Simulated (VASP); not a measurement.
Crystal: SnGe2.

```xyz
6
Lattice="-2.7454 2.7454 4.4208 2.7454 -2.7454 4.4208 2.7454 2.7454 -4.4208" Properties=species:S:1:pos:R:3 pbc="T T T"
Sn    0.0000    2.7454    3.6840
Sn    0.0000    2.7454    0.7368
Ge    2.7454    0.0000    2.2104
Ge    0.0000    0.0000    5.8944
Ge    0.0000    0.0000    2.9472
Ge    0.0000    0.0000    0.0000
```

```yaml
Program: VASP 6.6.1
Task: relaxation of cell and atoms
Functional: PBE
Potentials_or_basis: VASP PAW PBE potentials, release 64 (Sn_d, Ge_d)
Cutoff: 600 eV
k_mesh: 4 × 4 × 4
Occupations: gaussian, width 0.1 eV
Spin: no spin polarisation
```

At the start: pressure 0.7 GPa; volume 22.21 Å³/atom.

Q: How do energy, volume and symmetry change on relaxing?

A: Over 12 steps the energy falls by 15.2 meV/atom and the volume is 22.32 Å³/atom (+0.5 %); space group I-4m2 (No. 119, to 0.05 Å).

The path:
```
step  energy change (eV)  largest force (eV/Å)  pressure (GPa)  volume (Å³)
   1              0.0000                0.4922            0.70       133.28
   2             -0.0373                0.2501           -0.31       135.14
   3             -0.0398                0.2315           -0.55       135.78
   4             -0.0547                0.2177           -0.15       134.62
   5             -0.0641                0.1973            0.46       133.22
   6             -0.0650                0.1890            0.70       132.63
   7             -0.0742                0.1492            0.22       133.60
   8             -0.0772                0.1277           -0.12       134.44
   9             -0.0828                0.1042           -0.14       134.43
  10             -0.0873                0.0816           -0.12       134.42
  11             -0.0876                0.0757           -0.10       134.42
  12             -0.0912                0.0232            0.15       133.92
```

Final structure:
```yaml
crystal:
  lattice:
    - [-2.71782, 2.71782, 4.53264]
    - [2.71782, -2.71782, 4.53264]
    - [2.71782, 2.71782, -4.53264]
  atoms:
    - { symbol: Sn, position: [0.92634, 0.42634, 0.50000] }
    - { symbol: Sn, position: [0.57366, 0.07366, 0.50000] }
    - { symbol: Ge, position: [0.25000, 0.75000, 0.50000] }
    - { symbol: Ge, position: [0.68595, 0.68595, 0.00000] }
    - { symbol: Ge, position: [0.31405, 0.31405, 0.00000] }
    - { symbol: Ge, position: [0.00000, 0.00000, 0.00000] }
```

Caveat: the k points lie up to 0.41 Å⁻¹ apart in the final cell.
